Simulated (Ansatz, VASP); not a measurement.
One calculation of NbRu3C, two programs

```
Ru Nb C
1.0
     4.06514    0.00000    0.00000
     0.00000    4.06514    0.00000
     0.00000    0.00000    4.06514
Ru Nb C
3 1 1
Direct
  0.50000 0.50000 0.00000
  0.50000 0.00000 0.50000
  0.00000 0.50000 0.50000
  0.00000 0.00000 0.00000
  0.50000 0.50000 0.50000
```

Alike in both runs: functional PBEsol; k mesh 7 × 7 × 7; occupations fermi-dirac, width 0.05 eV; non-collinear spin, spin-orbit coupling.

|  | VASP | Ansatz |
| --- | --- | --- |
| version | VASP 6.6.1 | Ansatz 0.2.0 |
| potentials or method | VASP PAW PBE potentials, release 64 (Ru_pv, Nb_sv, C) | Ansatz PAW |
| plane-wave cutoff (eV) | 520 | 420 |
| valence electrons in the cell | 59 | 65 |
| task | single point | band structure |

```csv
,VASP,Ansatz,Ansatz less VASP
pressure (GPa),-11.8,-11.8,+0.01
net moment per atom (μB),0.00,0.00,0.000
```

VASP's potentials were made for PBE, not for PBEsol. VASP's potentials hold 59 valence electrons a cell and Ansatz's 65, so a difference there can come from the potentials and not from the codes.
